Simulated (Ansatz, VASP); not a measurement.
## Hf in VASP and in Ansatz

```
Hf
1.0
    -1.80500    1.80500    1.80500
     1.80500   -1.80500    1.80500
     1.80500    1.80500   -1.80500
Hf
1
Direct
  0.00000 0.00000 0.00000
```

Alike in both runs: task single point; functional r2SCANh; k mesh 5 × 5 × 5; occupations fermi-dirac, width 0.05 eV; no spin polarisation.

|  | VASP | Ansatz |
| --- | --- | --- |
| version | VASP 6.6.1 | Ansatz 0.2.0 |
| potentials or method | VASP PAW PBE potentials, release 64 (Hf_pv) | Ansatz PAW |
| plane-wave cutoff (eV) | 520 | 500 |
| valence electrons in the cell | 10 | 26 |

|  | VASP | Ansatz | Ansatz less VASP |
| --- | --- | --- | --- |
| gap on the k mesh at the Fermi level (eV) | none | none | - |
| pressure (GPa) | -4.8 | -3.6 | +1.22 |

VASP's potentials were made for PBE, not for r2SCANh. A gap of «none» marks a metal or a gap that the smearing closes. VASP's potentials hold 10 valence electrons a cell and Ansatz's 26, so a difference there can come from the potentials and not from the codes.

The k mesh is coarse, so the values compare programs but aren't converged. Spin-orbit coupling is off throughout.
